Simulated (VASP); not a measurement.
A run of VASP 6.6.1 is set up as follows.

INCAR

```
  PREC = Accurate
  ENCUT = 600
  EDIFF = 1E-7
  ISMEAR = 0
  SIGMA = 0.1
  LREAL = F
  LASPH = T
  NELM = 100
  ALGO = Normal
  ISIF = 3
  LWAVE = F
  LCHARG = F
  GGA = PE
  IBRION = 2
  NSW = 90
  EDIFFG = -0.04
```

The input KPOINTS:

```
Automatic mesh
0
Gamma
  4 4 4
```

The input POSCAR:

```
Ta4N
1.0
   -2.7028500000      2.7028500000      2.7028500000
    2.7028500000     -2.7028500000      2.7028500000
    2.7028500000      2.7028500000     -2.7028500000
Ta N
4 1
Direct
    0.0000000000      0.0000000000      0.5000000000
    0.0000000000      0.5000000000      0.0000000000
    0.5000000000      0.0000000000      0.0000000000
    0.5000000000      0.5000000000      0.5000000000
    0.0000000000      0.0000000000      0.0000000000
```

Potentials or basis: VASP PAW PBE potentials, release 64 (Ta_pv, N).

The run is started by

```sh
$ cat potpaw_PBE.64/Ta_pv/POTCAR potpaw_PBE.64/N/POTCAR > POTCAR
$ mpirun -np 1 vasp_std > vasp.out
```

(1) What does it give for the space group after relaxing (to 0.1 Å)?

(2) What does it give for the relaxed cell?

(3) Predict the relaxed volume.

## Answers

(1) Im-3m (No. 229).

(2) a = 4.760 Å, b = 4.760 Å, c = 4.760 Å, α = 109.47°, β = 109.47°, γ = 109.47°.

(3) 16.60 Å³/atom.

Caveat: the k points lie up to 0.40 Å⁻¹ apart in the final cell, too coarse for converged energies and pressures of a metal.
